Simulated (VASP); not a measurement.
# BiTe in VASP: a series of runs

The runs below take BiTe through single point, with LDA.

Everything below comes from runs of VASP 6.6.1. Logs are shortened: lines on timing, memory, paths and dates and some standing lists are left out, and cuts for length are marked.

### Step 1. The cell of the first run

It takes space group Fm-3m (No. 225, cubic). The conventional cell has a = 6.470 Å, b = 6.470 Å, c = 6.470 Å, α = 90.00°, β = 90.00°, γ = 90.00°. Within 4.3 Å of Bi (site symmetry m-3m) lie 6 Te at 3.23 Å. Within 4.3 Å of Te (site symmetry m-3m) lie 6 Bi at 3.23 Å.

### Step 2. Single point, LDA

INCAR reads:

```
PREC = Accurate ; ENCUT = 500
EDIFF = 1E-6 ; ISMEAR = 1
SIGMA = 0.2 ; LREAL = False
LASPH = True ; NELM = 120
ALGO = Normal ; ISIF = 2
LWAVE = False ; LCHARG = False
ISYM = 0 ; NBANDS = 18
GGA_COMPAT = False
```

KPOINTS reads:

```
Automatic mesh
0
Gamma
  3 3 3
  0.5 0.5 0.5
```

POSCAR reads:

```
BiTe
1.0
    0.0000000000      3.2350000000      3.2350000000
    3.2350000000      0.0000000000      3.2350000000
    3.2350000000      3.2350000000      0.0000000000
Bi Te
1 1
Direct
    0.0000000000      0.0000000000      0.0000000000
    0.5000000000      0.5000000000      0.5000000000
```

Potentials or basis: VASP PAW LDA potentials, release 64 (Bi_d, Te).

On the command line:

```bash
cat potpaw_LDA.64/Bi_d/POTCAR potpaw_LDA.64/Te/POTCAR > POTCAR
mpirun -np 1 vasp_std > vasp.out
```

OUTCAR:

```text
PREC = Accurate
   ENCUT = 500
   EDIFF = 1E-6
   ISMEAR = 1
   LREAL = False
   LASPH = True
   NELM = 120
   ISIF = 2
   ISYM = 0

 ion  position               nearest neighbor table
   1  0.000  0.000  0.000-   2 3.23   2 3.23   2 3.23   2 3.23   2 3.23   2 3.23
   2  0.500  0.500  0.500-   1 3.23   1 3.23   1 3.23   1 3.23   1 3.23   1 3.23

IMPORTANT INFORMATION: All symmetrisations will be switched off!
NOSYMM: (Re-)initialisation of all symmetry stuff for point group C_1.

----------------------------------------------------------------------------------------

                                     Primitive cell

  volume of cell :      67.7100

  direct lattice vectors                    reciprocal lattice vectors
     0.000000000  3.235000000  3.235000000    -0.154559505  0.154559505  0.154559505
     3.235000000  0.000000000  3.235000000     0.154559505 -0.154559505  0.154559505
     3.235000000  3.235000000  0.000000000     0.154559505  0.154559505 -0.154559505

  length of vectors
     4.574980874  4.574980874  4.574980874     0.267704916  0.267704916  0.267704916

  position of ions in fractional coordinates (direct lattice)
     0.000000000  0.000000000  0.000000000
     0.500000000  0.500000000  0.500000000

  ion indices of the primitive-cell ions
   primitive index   ion index
                 1           1
                 2           2

----------------------------------------------------------------------------------------

 KPOINTS: Automatic mesh

Automatic generation of k-mesh.
 Grid dimensions read from file:
 generate k-points for:    3    3    3

 Generating k-lattice:

  Cartesian coordinates                     Fractional coordinates (reciprocal lattice)
    -0.051519835  0.051519835  0.051519835     0.333333333  0.000000000  0.000000000
     0.051519835 -0.051519835  0.051519835     0.000000000  0.333333333  0.000000000
     0.051519835  0.051519835 -0.051519835     0.000000000  0.000000000  0.333333333

  Length of vectors
     0.089234972  0.089234972  0.089234972

  Shift w.r.t. Gamma in fractional coordinates (k-lattice)
     0.500000000  0.500000000  0.500000000

 Subroutine IBZKPT returns following result:
 ===========================================

 Found     56 irreducible k-points:

 Following reciprocal coordinates:
            Coordinates               Weight
  0.166667  0.166667  0.166667      2.000000
  0.166667  0.000000  0.000000      2.000000
  0.000000  0.000000 -0.166667      2.000000
[... 39 lines left out ...]
   NELM   =    120;   NELMIN=  2; NELMDL= -5     # of ELM steps
   EDIFF  = 0.1E-05   stopping-criterion for ELM
   LREAL  =      F    real-space projection
   EDIFFG = 0.1E-04   stopping-criterion for IOM
   NSW    =      0    number of steps for IOM
   IBRION =     -1    ionic relax: 0-MD 1-quasi-New 2-CG
   NFREE  =      0    steps in history (QN), initial steepest desc. (CG)
   ISIF   =      2    stress and relaxation
   ISYM   =      0    0-nonsym 1-usesym 2-fastsym
   POTIM  = 0.5000    time-step for ionic-motion
   TEBEG  =    0.0;   TEEND  =   0.0 temperature during run
   PSTRESS=    0.0 pullay stress
   NELECT =      21.0000    total number of electrons
   NUPDOWN=      -1.0000    fix difference up-down
   EMIN   =  10.00;   EMAX   =-10.00  energy-range for DOS
   EFERMI =   0.00;   METHOD = LEGACY
   ISMEAR =     1;   SIGMA  =   0.20  broadening in eV -4-tet -1-fermi 0-gaus
   EFERMI_NEDOS =   21; number of points for ismear=-14 and -15
   IALGO  =     38    algorithm
   IMIX   =      4    mixing-type and parameters
     AMIX     =   0.40;   BMIX     =  1.00
     AMIX_MAG =   1.60;   BMIX_MAG =  1.00
  volume/ion in A,a.u.               =      33.86       228.46
  Fermi-wavevector in a.u.,A,eV,Ry     =   1.108146  2.094092 16.707785  1.227988
  Thomas-Fermi vector in A             =   2.244669
   LORBIT       =      0    0 simple, 1 ext, 2 COOP (PROOUT), +10 PAW based schemes
   GGA     = CA    functional components
   LHFCALC =     F    Hartree Fock is set to
   AEXX    =    0.0000 exact exchange contribution
   IVDW    =     0    specifies the selected vdW correction
   LEPSILON=     F    determine dielectric tensor
   LRPA    =     F    only Hartree local field effects (RPA)
 non-spin polarized calculation
 Methfessel and Paxton  Order N= 1 SIGMA  =   0.20
  energy-cutoff  :      500.00
  volume of cell :       67.71
 maximum number of plane-waves:      1735
 NGX is ok and might be reduce to    36
   NGX = 17   NGY = 17   NGZ = 17

 number of electron      21.0000001 magnetization

 Free energy of the ion-electron system (eV)
  ---------------------------------------------------
  ext. energy  EPLUGINS =         0.00000000
  ---------------------------------------------------
  free energy    TOTEN  =        -8.48526091 eV

  energy without entropy =       -8.46409038  energy(sigma->0) =       -8.47820407

 E-fermi :   6.1853     XC(G=0):  -9.6761

 val. band max:        6.0272226644   @ k =   0.3333  -0.3333   0.5000
 cond. band min:       6.2069469399   @ k =   0.1667   0.5000   0.1667
 fundamental gap:      0.1797242755
 Fermi energy:         6.1853215517

 k-point     1 :       0.1667    0.1667    0.1667
  band No.  band energies     occupation
      1     -16.6501      2.00000
      2     -16.6501      2.00000
      3     -16.6417      2.00000
      4     -16.6406      2.00000
      5     -16.6406      2.00000
      6      -6.8505      2.00000
[... 481 lines left out ...]
      5     -16.6364      2.00000
      6      -6.2337      2.00000
[... 10 lines left out ...]
     17      14.5965      0.00000
     18      14.9399      0.00000

 [... further k-points ...]

------------------------ aborting loop because EDIFF is reached ----------------------------------------

  FORCE on cell =-STRESS in cart. coord.  units (eV):
  Direction    XX          YY          ZZ          XY          YZ          ZX
  --------------------------------------------------------------------------------------
  -------------------------------------------------------------------------------------
  Total       -1.2206802     -1.2206847     -1.2206973     -0.0000060     -0.0000040      0.0000061
  in kB      -28.8841519    -28.8842602    -28.8845575     -0.0001422     -0.0000956      0.0001445
  external PRESSURE =     -28.8843232 kB  Pullay stress =       0.0000000 kB

 VOLUME and BASIS-vectors are now :
 -----------------------------------------------------------------------------
  energy-cutoff  :      500.00
  volume of cell :       67.71
      direct lattice vectors                 reciprocal lattice vectors
     0.000000000  3.235000000  3.235000000    -0.154559505  0.154559505  0.154559505
     3.235000000  0.000000000  3.235000000     0.154559505 -0.154559505  0.154559505
     3.235000000  3.235000000  0.000000000     0.154559505  0.154559505 -0.154559505

 POSITION                                       TOTAL-FORCE (eV/Angst)
 -----------------------------------------------------------------------------------
      0.00000      0.00000      0.00000        -0.000003     -0.000002      0.000002
      3.23500      3.23500      3.23500         0.000003      0.000002     -0.000002
 -----------------------------------------------------------------------------------
    total drift:                               -0.000008     -0.000002      0.000003

  FREE ENERGIE OF THE ION-ELECTRON SYSTEM (eV)
  ---------------------------------------------------
  free  energy   TOTEN  =        -8.4852609055 eV

  energy  without entropy=       -8.4640903847  energy(sigma->0) =       -8.47820407
```

Run time: 22 s. Hardware: 1 thread of Intel Xeon 6975P-C (Granite Rapids), shared host; peak memory 0.21 GiB.

What came out:

```
Free energy : -8.4853 eV
Pressure    : -2.9 GPa
```

Levels at points of the mesh, in eV from the Fermi level:
```tsv
k point	band 7	band 8	band 9	band 10	band 11	band 12	band 13	band 14
(0.50, 0.50, 0.50)	-11.02	-1.63	-1.63	-1.33	-0.62	-0.39	-0.39	7.52
(0.50, 0.00, 0.00)	-11.02	-1.63	-1.63	-1.33	-0.62	-0.39	-0.39	7.52
(0.00, 0.00, 0.50)	-11.02	-1.63	-1.63	-1.33	-0.62	-0.39	-0.39	7.52
(0.00, 0.50, 0.00)	-11.02	-1.63	-1.63	-1.33	-0.62	-0.39	-0.39	7.52
```

Caveat: the k points lie up to 0.56 Å⁻¹ apart; spin-orbit coupling is left out, which moves the levels of the heavy elements.

### Step 3. Single point, LDA

INCAR reads:

```
  ALGO = Normal
  EDIFF = 1E-6
  ENCUT = 500
  GGA_COMPAT = F
  ISIF = 2
  ISMEAR = 1
  ISYM = 0
  LASPH = T
  LCHARG = F
  LREAL = F
  LWAVE = F
  NBANDS = 18
  NELM = 120
  PREC = Accurate
  SIGMA = 0.2
```

KPOINTS is that of step 2.

POSCAR, as its differences from that of step 2:

```diff
@@ -9,2 +9,2 @@
     0.0000000000      0.0000000000      0.0000000000
-    0.5000000000      0.5000000000      0.5000000000
+    0.5000000000      0.5000000000      0.5100000000
```

Potentials or basis: VASP PAW LDA potentials, release 64 (Bi_d, Te).

On the command line:

```bash
cat potpaw_LDA.64/Bi_d/POTCAR potpaw_LDA.64/Te/POTCAR > POTCAR
mpirun -np 1 vasp_std > vasp.out
```

Wall time 21 s (1 thread of Intel Xeon 6975P-C (Granite Rapids), shared host); peak memory 0.21 GiB.

The run converged. Its results:

* Free energy: -8.4825 eV
* Pressure: -2.8 GPa
* Largest force: 0.119 eV/Å

Forces on the atoms (eV/Å):
```
Bi   0.084  0.084  0.000
Te  -0.084 -0.084  0.000
```

Levels at points of the mesh, in eV from the Fermi level:
```csv
k point,band 7,band 8,band 9,band 10,band 11,band 12,band 13,band 14
"(0.50, 0.50, 0.50)",-10.99,-1.65,-1.64,-1.35,-0.61,-0.39,-0.38,7.49
"(0.50, 0.00, 0.00)",-11.02,-1.65,-1.65,-1.34,-0.62,-0.38,-0.38,7.52
"(0.00, 0.00, 0.50)",-10.99,-1.65,-1.64,-1.35,-0.61,-0.39,-0.38,7.49
"(0.00, 0.50, 0.00)",-11.02,-1.65,-1.65,-1.34,-0.62,-0.38,-0.38,7.52
```

Caveat: the k points lie up to 0.56 Å⁻¹ apart; spin-orbit coupling is left out, which moves the levels of the heavy elements.

### Step 4. Single point, LDA

INCAR reads:

```
SYSTEM = BiTe
  PREC = Accurate
  ENCUT = 500
  EDIFF = 1E-6
  ISMEAR = 1
  SIGMA = 0.2
  LREAL = .FALSE.
  LASPH = .TRUE.
  NELM = 120
  ALGO = Normal
  ISIF = 2
  LWAVE = .FALSE.
  LCHARG = .FALSE.
  GGA = CA
  NBANDS = 18
  ISYM = 0
  GGA_COMPAT = .FALSE.
```

KPOINTS is that of step 3.

POSCAR, as its differences from that of step 3:

```diff
@@ -9,2 +9,2 @@
     0.0000000000      0.0000000000      0.0000000000
-    0.5000000000      0.5000000000      0.5100000000
+    0.5000000000      0.5000000000      0.5200000000
```

On the command line:

```bash
cat potpaw_LDA.64/Bi_d/POTCAR potpaw_LDA.64/Te/POTCAR > POTCAR
mpirun -np 1 vasp_std > vasp.out
```

It took 20 s on 1 thread of Intel Xeon 6975P-C (Granite Rapids), shared host; peak memory 0.21 GiB.

The run converged. Its results:

```yaml
Free_energy: -8.4745 eV
Pressure: -2.7 GPa
Largest_force: 0.231 eV/Å
```

Forces in eV/Å, atoms in the order of the input:
```
Bi   0.163  0.163  0.000
Te  -0.163 -0.163  0.000
```

Stress tensor (GPa, compression positive):
```
-2.69 -0.18  0.00
-0.18 -2.69  0.00
 0.00  0.00 -2.73
```

Levels at points of the mesh, in eV from the Fermi level:
```
           k point  band 6  band 7  band 8  band 9  band 10  band 11  band 12  band 13  band 14  band 15
(0.50, 0.50, 0.50)  -11.45  -10.94   -1.71   -1.66    -1.40    -0.59    -0.40    -0.35     7.42     8.05
(0.50, 0.00, 0.00)  -11.36  -11.04   -1.70   -1.69    -1.36    -0.62    -0.36    -0.35     7.49     7.96
(0.00, 0.00, 0.50)  -11.45  -10.94   -1.71   -1.66    -1.40    -0.59    -0.40    -0.35     7.42     8.05
(0.00, 0.50, 0.00)  -11.36  -11.04   -1.70   -1.69    -1.36    -0.62    -0.36    -0.35     7.49     7.96
```

Caveat: the k points lie up to 0.56 Å⁻¹ apart; spin-orbit coupling is left out, which moves the levels of the heavy elements.
